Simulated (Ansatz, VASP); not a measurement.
# CaMg: VASP beside Ansatz

Contents of INCAR:

```
PREC     = Accurate       # precision mode
ENCUT    = 520            # plane-wave cutoff, eV
EDIFF    = 1E-7           # SCF threshold, eV
ISMEAR   = 0              # smearing method
SIGMA    = 0.15           # smearing width, eV
LREAL    = F              # projectors in reciprocal space
LASPH    = T              # aspherical terms in the spheres
NELM     = 100            # most SCF steps
ALGO     = Fast           # electronic algorithm
ISIF     = 2              # what is computed and relaxed
LWAVE    = F              # write WAVECAR
LCHARG   = F              # write CHGCAR
GGA      = CA             # functional
NBANDS   = 13             # bands
```

The input KPOINTS:

```
regular mesh
0
Gamma
  12 12 12
```

POSCAR

```
CaMg
1.0
    4.4301096180      0.0000000000      0.0000000000
    0.0000000000      4.4301096180      0.0000000000
    0.0000000000      0.0000000000      3.8616243500
Ca Mg
1 1
Direct
    0.0000000000      0.0000000000      0.5000000000
    0.5000000000      0.5000000000      0.0000000000
```

Input for Ansatz:

```yaml
crystal:
  lattice:
    - [4.430109618, 0.0, 0.0]
    - [0.0, 4.430109618, 0.0]
    - [0.0, 0.0, 3.86162435]
  atoms:
    - { symbol: Ca, position: [0.0, 0.0, 0.5] }
    - { symbol: Mg, position: [0.5, 0.5, 0.0] }
basis:
  ecutwfc: 420
kpoints:
  mp_grid: { grid: [12, 12, 12] }
hamiltonian:
  xc: lda
scf:
  occupations: { method: gaussian, width: 0.15 }
output:
  forces: true
  stress: true
  eigenvalues: true
```

Change from the starting cell: strain +0.1000 x Voigt [1, 1, 0, 0, 0, 0], atoms carried along.

Alike in both runs: task single point; functional LDA; k mesh 12 × 12 × 12; occupations gaussian, width 0.15 eV; no spin polarisation.

|  | VASP | Ansatz |
| --- | --- | --- |
| version | VASP 6.6.1 | Ansatz 0.2.0 |
| potentials or method | VASP PAW LDA potentials, release 64 (Ca_sv, Mg), cutoff 520 eV | scalar-relativistic, plane waves, PAW |
| valence electrons in the cell | 12 | 20 |

VASP gave:

| Item | Value |
| --- | --- |
| gap on the k mesh at the Fermi level (eV) | none |
| pressure (GPa) | -4.8 |
| traceless stress, the component that is largest in VASP (GPa) | 1.09 |

Which values does Ansatz return?

gap on the k mesh at the Fermi level (eV): none; pressure (GPa): -4.6; traceless stress, the component that is largest in VASP (GPa): 1.06.

LDA's correlation is that of Perdew and Zunger in VASP and of Perdew and Wang (1992) in Ansatz. A gap of «none» marks a metal or a gap that the smearing closes. VASP's potentials hold 12 valence electrons a cell and Ansatz's 20, so a difference there can come from the potentials and not from the codes.
